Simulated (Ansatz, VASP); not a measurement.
## PbO2 in VASP and in Ansatz

```
Pb O
1.0
     5.05672    0.00000    0.00000
     0.00000    5.05672    0.00000
     0.00000    0.00000    3.25656
Pb O
2 4
Direct
  0.00000 0.00000 0.00000
  0.50000 0.50000 0.50000
  0.30496 0.30496 0.00000
  0.80496 0.19504 0.50000
  0.19504 0.80496 0.50000
  0.69504 0.69504 0.00000
```

Alike in both runs: task single point; functional PBE; k mesh 6 × 6 × 10; occupations gaussian, width 0.05 eV; no spin polarisation.

|  | VASP | Ansatz |
| --- | --- | --- |
| version | VASP 6.6.1 | Ansatz 0.2.0 |
| potentials or method | VASP PAW PBE potentials, release 64 (Pb_d, O), cutoff 520 eV | scalar-relativistic, plane waves, PAW |
| valence electrons in the cell | 52 | 52 |

```csv
,VASP,Ansatz,Ansatz less VASP
gap on the k mesh at the Fermi level (eV),0.07,0.06,0.000
least direct gap on the mesh (eV),0.28,0.30,+0.015
pressure (GPa),11.0,10.7,-0.29
"traceless stress, the component that is largest in VASP (GPa)",6.40,6.27,-0.129
rms of the force components (eV/Å),0.009,0.017,+0.0080
```

Atom by atom the forces differ by 0.008 eV/Å (rms over components).

Neither program's run includes spin-orbit coupling.
